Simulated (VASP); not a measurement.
Input of a VASP 6.6.1 run:

The input POSCAR:

```
Sn
1.0
   -1.6664398100      1.7077874900      2.1828021800
    1.7938717800     -1.8589232500      2.3916531200
    1.6937133800      1.8854440200     -2.2975624100
Sn
1
Direct
    0.0000000000      0.0000000000      0.0000000000
```

Contents of INCAR.step1:

```
SYSTEM = Sn
ALGO = Normal
EDIFF = 1E-5
ENCUT = 520
GGA = PE
ISIF = 2
ISMEAR = -1
LASPH = .TRUE.
LREAL = .FALSE.
LWAVE = .TRUE.
NBANDS = 13
NELM = 80
PREC = Accurate
SIGMA = 0.05
```

The input INCAR.step2:

```
SYSTEM = Sn
AEXX = 0.5
ALGO = Normal
EDIFF = 1E-6
ENCUT = 520
ISIF = 2
ISMEAR = -1
ISTART = 1
LASPH = .TRUE.
LCHARG = .TRUE.
LELF = .TRUE.
LHFCALC = .TRUE.
LMIXTAU = .TRUE.
LREAL = .FALSE.
LVHAR = .TRUE.
LWAVE = .FALSE.
METAGGA = R2SCAN
NBANDS = 13
NELM = 80
PREC = Accurate
PRECFOCK = Normal
SIGMA = 0.05
```

KPOINTS

```
k-points
0
G
  5 5 5
  0 0 0
```

Potentials or basis: VASP PAW PBE potentials, release 64 (Sn_d).

Command:

```sh
$ cat potpaw_PBE.64/Sn_d/POTCAR > POTCAR
$ cp INCAR.step1 INCAR
$ mpirun -np 1 vasp_std > vasp.out
$ cp INCAR.step2 INCAR
$ mpirun -np 1 vasp_std > vasp.out
```

**Question.** Predict the band gap on the k mesh.

**Answer.** Zero (bands 7 and 8 overlap by 10.80 eV).

**Question.** Predict the pressure.

**Answer.** -4.7 GPa.

Stress tensor (GPa, compression positive):
```
-4.07  1.55  0.05
 1.55 -7.75  1.00
 0.05  1.00 -2.42
```

Caveat: the k points lie up to 0.46 Å⁻¹ apart, too coarse for converged energies and pressures of a metal; the PAW data sets were made with another functional, which shifts forces and pressure a little; spin-orbit coupling is left out, which moves the levels of the heavy elements.
